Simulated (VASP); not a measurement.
# TiO2 (Imma) in VASP: single point with PBE

Aim: the single point of TiO2 with PBE.

Everything below comes from runs of VASP 6.6.1. Logs are shortened: lines on timing, memory, paths and dates and some standing lists are left out, and cuts for length are marked.

## Step 1: The cell of the first run

It takes space group Imma (No. 74, orthorhombic). Conventional cell: a = 3.803 Å, b = 3.814 Å, c = 9.467 Å, α = 90.00°, β = 90.00°, γ = 90.00°. Within 2.6 Å of Ti (site symmetry mm2) lie 6 O at 1.94 to 1.99 Å. O (site symmetry mm2) has 3 Ti at 1.94 to 1.99 Å and 2 O at 2.48 Å within 2.6 Å. O (site symmetry mm2) has 3 Ti at 1.94 to 1.98 Å and 2 O at 2.49 Å within 2.6 Å.

## Step 2: Single point, PBE

The input, INCAR:

```
SYSTEM = TiO2
PREC = Accurate
ENCUT = 520
EDIFF = 1E-6
ISMEAR = 0
SIGMA = 0.01
LREAL = .FALSE.
LASPH = .TRUE.
NELM = 80
ALGO = Normal
ISIF = 2
LWAVE = .FALSE.
LCHARG = .FALSE.
GGA = PE
NBANDS = 33
```

The input, KPOINTS:

```
Automatic mesh
0
G
  7 7 7
  0 0 0
```

The input, POSCAR:

```
TiO2
1.0
   -1.9072370000      1.9015600000      4.7335140000
    1.9072370000     -1.9015600000      4.7335140000
    1.9072370000      1.9015600000     -4.7335140000
Ti O
2 4
Direct
   -0.0003132588     -0.0003132588      0.0000000000
    0.7503132588      0.2503132588      0.5000000000
    0.2094831795      0.2094831795      0.0000000000
    0.9594532445      0.4594532445      0.5000000000
    0.5405168205      0.0405168205      0.5000000000
    0.7905467555      0.7905467555      0.0000000000
```

Potentials or basis: VASP PAW PBE potentials, release 64 (Ti_sv, O).

The run is started by

```sh
$ cat potpaw_PBE.64/Ti_sv/POTCAR potpaw_PBE.64/O/POTCAR > POTCAR
$ mpirun -np 1 vasp_std > vasp.out
```

OUTCAR:

```text
SYSTEM = TiO2
   PREC = Accurate
   ENCUT = 520
   EDIFF = 1E-6
   ISMEAR = 0
   LREAL = .FALSE.
   LASPH = .TRUE.
   NELM = 80
   ISIF = 2
   GGA = PE

 ion  position               nearest neighbor table
   1  1.000  1.000  0.000-   5 1.94   5 1.94   4 1.94   4 1.94   6 1.98   3 1.99
   2  0.750  0.250  0.500-   3 1.94   3 1.94   6 1.94   6 1.94   4 1.98   5 1.99
   3  0.209  0.209  0.000-   2 1.94   2 1.94   1 1.99
   4  0.959  0.459  0.500-   1 1.94   1 1.94   2 1.98
   5  0.541  0.041  0.500-   1 1.94   1 1.94   2 1.99
   6  0.791  0.791  0.000-   2 1.94   2 1.94   1 1.98

  LATTYP: Found a body centered orthorhombic cell.
 ALAT       =     3.8031200000
 B/A-ratio  =     1.0029854435
 C/A-ratio  =     2.4892793286

  Lattice vectors:

 A1 = (  -1.9072370000,  -1.9015600000,   4.7335140000)
 A2 = (   1.9072370000,   1.9015600000,   4.7335140000)
 A3 = (  -1.9072370000,   1.9015600000,  -4.7335140000)

Analysis of symmetry for initial positions (statically):
=====================================================================
 Subroutine PRICEL returns:
 Original cell was already a primitive cell.

 Routine SETGRP: Setting up the symmetry group for a
 body centered orthorhombic supercell.

 Subroutine GETGRP returns: Found  8 space group operations
 (whereof  4 operations were pure point group operations)
 out of a pool of  8 trial point group operations.

The static configuration has the point symmetry C_2v.
 The point group associated with its full space group is D_2h.

Analysis of symmetry for dynamics (positions and initial velocities):
=====================================================================
 Subroutine PRICEL returns:
 Original cell was already a primitive cell.

 Routine SETGRP: Setting up the symmetry group for a
 body centered orthorhombic supercell.

 Subroutine GETGRP returns: Found  8 space group operations
 (whereof  4 operations were pure point group operations)
 out of a pool of  8 trial point group operations.

The dynamic configuration has the point symmetry C_2v.
 The point group associated with its full space group is D_2h.

 Subroutine INISYM returns: Found  8 space group operations
 (whereof  4 operations are pure point group operations),
 and found     1 'primitive' translations

----------------------------------------------------------------------------------------

                                     Primitive cell

  volume of cell :      68.6686

  direct lattice vectors                    reciprocal lattice vectors
    -1.907237000  1.901560000  4.733514000     0.000000000  0.262942006  0.105629771
     1.907237000 -1.901560000  4.733514000     0.262159344  0.000000000  0.105629771
     1.907237000  1.901560000 -4.733514000     0.262159344  0.262942006  0.000000000

  length of vectors
     5.446066305  5.446066305  5.446066305     0.283365747  0.282639647  0.371303137

  position of ions in fractional coordinates (direct lattice)
     0.999686741  0.999686741  0.000000000
     0.750313259  0.250313259  0.500000000
     0.209483179  0.209483179  0.000000000
     0.959453244  0.459453244  0.500000000
     0.540516821  0.040516821  0.500000000
     0.790546756  0.790546756  0.000000000

  ion indices of the primitive-cell ions
   primitive index   ion index
                 1           1
                 2           2
                 3           3
                 4           4
                 5           5
                 6           6

----------------------------------------------------------------------------------------

 KPOINTS: Automatic mesh

Automatic generation of k-mesh.
 Grid dimensions read from file:
 generate k-points for:    7    7    7

 Generating k-lattice:

  Cartesian coordinates                     Fractional coordinates (reciprocal lattice)
     0.000000000  0.037563144  0.015089967     0.142857143  0.000000000  0.000000000
     0.037451335  0.000000000  0.015089967     0.000000000  0.142857143  0.000000000
     0.037451335  0.037563144  0.000000000     0.000000000  0.000000000  0.142857143

  Length of vectors
     0.040480821  0.040377092  0.053043305

  Shift w.r.t. Gamma in fractional coordinates (k-lattice)
     0.000000000  0.000000000  0.000000000

 Subroutine IBZKPT returns following result:
 ===========================================

 Found     64 irreducible k-points:

 Following reciprocal coordinates:
            Coordinates               Weight
  0.000000  0.000000  0.000000      1.000000
  0.142857 -0.000000  0.000000      4.000000
  0.285714 -0.000000  0.000000      4.000000
  0.428571  0.000000  0.000000      4.000000
  0.000000  0.142857 -0.000000      4.000000
  0.142857  0.142857 -0.000000      8.000000
[... 16 lines left out ...]
 -0.428571  0.428571 -0.000000      4.000000
 -0.285714  0.428571 -0.000000      8.000000
 [... further k-points ...]
   k-points           NKPTS =     64   k-points in BZ     NKDIM =     64   number of bands    NBANDS=     33
   number of dos      NEDOS =    301   number of ions     NIONS =      6
   total plane-waves  NPLWV =  74088
   dimension x,y,z NGX =    42 NGY =   42 NGZ =   42
   dimension x,y,z NGXF=    84 NGYF=   84 NGZF=   84
   ions per type =               2   4
   NGX,Y,Z   is equivalent  to a cutoff of  12.82, 12.82, 12.82 a.u.
   NGXF,Y,Z  is equivalent  to a cutoff of  25.64, 25.64, 25.64 a.u.
 SYSTEM =  TiO2
   PREC   = accura    normal or accurate (medium, high low for compatibility)
   ISTART =      0    job   : 0-new  1-cont  2-samecut
   ICHARG =      2    charge: 1-file 2-atom 10-const
   ISPIN  =      1    spin polarized calculation?
   LNONCOLLINEAR =      F non collinear calculations
   LSORBIT =      F    spin-orbit coupling
   LASPH  =      T    aspherical Exc in radial PAW
   ENCUT  =  520.0 eV  38.22 Ry    6.18 a.u.  10.13 10.13 10.13*2*pi/ulx,y,z
   NELM   =     80;   NELMIN=  2; NELMDL= -5     # of ELM steps
   EDIFF  = 0.1E-05   stopping-criterion for ELM
   LREAL  =      F    real-space projection
   EDIFFG = 0.1E-04   stopping-criterion for IOM
   NSW    =      0    number of steps for IOM
   IBRION =     -1    ionic relax: 0-MD 1-quasi-New 2-CG
   NFREE  =      0    steps in history (QN), initial steepest desc. (CG)
   ISIF   =      2    stress and relaxation
   ISYM   =      2    0-nonsym 1-usesym 2-fastsym
   POTIM  = 0.5000    time-step for ionic-motion
   TEBEG  =    0.0;   TEEND  =   0.0 temperature during run
   PSTRESS=    0.0 pullay stress
   NELECT =      48.0000    total number of electrons
   NUPDOWN=      -1.0000    fix difference up-down
   EMIN   =  10.00;   EMAX   =-10.00  energy-range for DOS
   EFERMI =   0.00;   METHOD = LEGACY
   ISMEAR =     0;   SIGMA  =   0.01  broadening in eV -4-tet -1-fermi 0-gaus
   EFERMI_NEDOS =   21; number of points for ismear=-14 and -15
   IALGO  =     38    algorithm
   IMIX   =      4    mixing-type and parameters
     AMIX     =   0.40;   BMIX     =  1.00
     AMIX_MAG =   1.60;   BMIX_MAG =  1.00
  volume/ion in A,a.u.               =      11.44        77.23
  Fermi-wavevector in a.u.,A,eV,Ry     =   1.452900  2.745583 28.720798  2.110919
  Thomas-Fermi vector in A             =   2.570229
   LORBIT       =      0    0 simple, 1 ext, 2 COOP (PROOUT), +10 PAW based schemes
   GGA     = PE    functional components
   LHFCALC =     F    Hartree Fock is set to
   AEXX    =    0.0000 exact exchange contribution
   IVDW    =     0    specifies the selected vdW correction
   LEPSILON=     F    determine dielectric tensor
   LRPA    =     F    only Hartree local field effects (RPA)
 non-spin polarized calculation
 Gauss-broadening in eV      SIGMA  =   0.01
  energy-cutoff  :      520.00
  volume of cell :       68.67
 maximum number of plane-waves:      1865
 NGX is ok and might be reduce to    42
   NGX = 21   NGY = 21   NGZ = 21

 number of electron      47.9999993 magnetization

 Free energy of the ion-electron system (eV)
  ---------------------------------------------------
  ext. energy  EPLUGINS =         0.00000000
  ---------------------------------------------------
  free energy    TOTEN  =       -53.84080511 eV

  energy without entropy =      -53.84080511  energy(sigma->0) =      -53.84080511

 E-fermi :   3.4552     XC(G=0): -10.7026

 val. band max:        3.3510174139   @ k =  -0.4286   0.4286  -0.0000
 cond. band min:       5.3763338161   @ k =   0.0000   0.0000   0.0000
 fundamental gap:      2.0253164022
 Fermi energy:         3.4552014458

 k-point     1 :       0.0000    0.0000    0.0000
  band No.  band energies     occupation
      1     -53.1194      2.00000
      2     -53.0593      2.00000
      3     -29.5726      2.00000
      4     -29.3410      2.00000
      5     -29.3384      2.00000
      6     -29.2675      2.00000
[... 25 lines left out ...]
     32       8.4845      0.00000
     33       8.5998      0.00000

 k-point     2 :       0.1429   -0.0000    0.0000
  band No.  band energies     occupation
      1     -53.1168      2.00000
      2     -53.0610      2.00000
      3     -29.5674      2.00000
      4     -29.3630      2.00000
      5     -29.3429      2.00000
      6     -29.2769      2.00000
[... 25 lines left out ...]
     32       8.6742      0.00000
     33       9.0362      0.00000

 k-point     3 :       0.2857   -0.0000    0.0000
  band No.  band energies     occupation
      1     -53.1102      2.00000
      2     -53.0659      2.00000
      3     -29.5558      2.00000
      4     -29.4154      2.00000
      5     -29.3466      2.00000
      6     -29.2937      2.00000
[... 25 lines left out ...]
     32       9.0303      0.00000
     33       9.5719      0.00000

 k-point     4 :       0.4286    0.0000    0.0000
  band No.  band energies     occupation
      1     -53.1036      2.00000
      2     -53.0711      2.00000
      3     -29.5457      2.00000
      4     -29.4583      2.00000
      5     -29.3492      2.00000
      6     -29.3006      2.00000
[... 25 lines left out ...]
     32       9.1820      0.00000
     33       9.8292      0.00000

 k-point     5 :       0.0000    0.1429   -0.0000
  band No.  band energies     occupation
      1     -53.1168      2.00000
      2     -53.0611      2.00000
      3     -29.5675      2.00000
      4     -29.3653      2.00000
      5     -29.3403      2.00000
      6     -29.2761      2.00000
[... 604 lines left out ...]
 k-point    22 :       0.4286    0.4286    0.0000
  band No.  band energies     occupation
      1     -53.0869      2.00000
      2     -53.0840      2.00000
      3     -29.5319      2.00000
      4     -29.5256      2.00000
      5     -29.3818      2.00000
      6     -29.3737      2.00000
[... 25 lines left out ...]
     32       9.8068      0.00000
     33      10.7406      0.00000

 k-point    23 :      -0.4286    0.4286   -0.0000
  band No.  band energies     occupation
      1     -53.0921      2.00000
      2     -53.0788      2.00000
      3     -29.5498      2.00000
      4     -29.5104      2.00000
      5     -29.3847      2.00000
      6     -29.3700      2.00000
[... 25 lines left out ...]
     32      10.0114      0.00000
     33      10.5572      0.00000

 k-point    24 :      -0.2857    0.4286   -0.0000
  band No.  band energies     occupation
      1     -53.0985      2.00000
      2     -53.0738      2.00000
      3     -29.5561      2.00000
      4     -29.4796      2.00000
      5     -29.3787      2.00000
      6     -29.3474      2.00000
[... 25 lines left out ...]
     32      10.0279      0.00000
     33      10.4236      0.00000

 [... further k-points ...]
[... 5 lines left out ...]
  --------------------------------------------------------------------------------------
  -------------------------------------------------------------------------------------
  Total        1.0846735      1.3431446      2.0023511      0.0000000      0.0000000      0.0000000
  in kB       25.3076184     31.3382684     46.7188839      0.0000000      0.0000000      0.0000000
  external PRESSURE =      34.4549236 kB  Pullay stress =       0.0000000 kB

 VOLUME and BASIS-vectors are now :
 -----------------------------------------------------------------------------
  energy-cutoff  :      520.00
  volume of cell :       68.67
      direct lattice vectors                 reciprocal lattice vectors
    -1.907237000  1.901560000  4.733514000     0.000000000  0.262942006  0.105629771
     1.907237000 -1.901560000  4.733514000     0.262159344  0.000000000  0.105629771
     1.907237000  1.901560000 -4.733514000     0.262159344  0.262942006  0.000000000

 POSITION                                       TOTAL-FORCE (eV/Angst)
 -----------------------------------------------------------------------------------
      0.00000      0.00000      9.46406         0.000000      0.000000      0.000894
      0.00000      1.90156      2.36972         0.000000      0.000000     -0.000894
      0.00000      0.00000      1.98318         0.000000     -0.000000      0.023402
     -0.00000      1.90156      4.34966        -0.000000     -0.000000      0.025290
      0.00000      1.90156      0.38357         0.000000      0.000000     -0.023402
      0.00000      0.00000      7.48413        -0.000000      0.000000     -0.025290
 -----------------------------------------------------------------------------------
    total drift:                                0.000000      0.000000     -0.000000

  FREE ENERGIE OF THE ION-ELECTRON SYSTEM (eV)
  ---------------------------------------------------
  free  energy   TOTEN  =       -53.8408051070 eV

  energy  without entropy=      -53.8408051070  energy(sigma->0) =      -53.84080511
```

It took 4.9 min on 1 thread of AMD EPYC 7R43 (Zen 3), shared host; peak memory 0.26 GiB.

What came out:

```
Free energy            : -53.8408 eV
Pressure               : 3.4 GPa
Largest force          : 0.025 eV/Å
Band gap on the k mesh : 2.03 eV, indirect (least direct gap 2.40 eV)
```

Forces on the atoms (eV/Å):
```
Ti   0.000  0.000  0.001
Ti   0.000  0.000 -0.001
O    0.000  0.000  0.023
O    0.000  0.000  0.025
O    0.000  0.000 -0.023
O    0.000  0.000 -0.025
```

Stress tensor (GPa, compression positive):
```
2.53 0.00 0.00
0.00 3.13 0.00
0.00 0.00 4.67
```

A k mesh can miss the band edges. As with any semilocal functional, this PBE gap is likely too small.
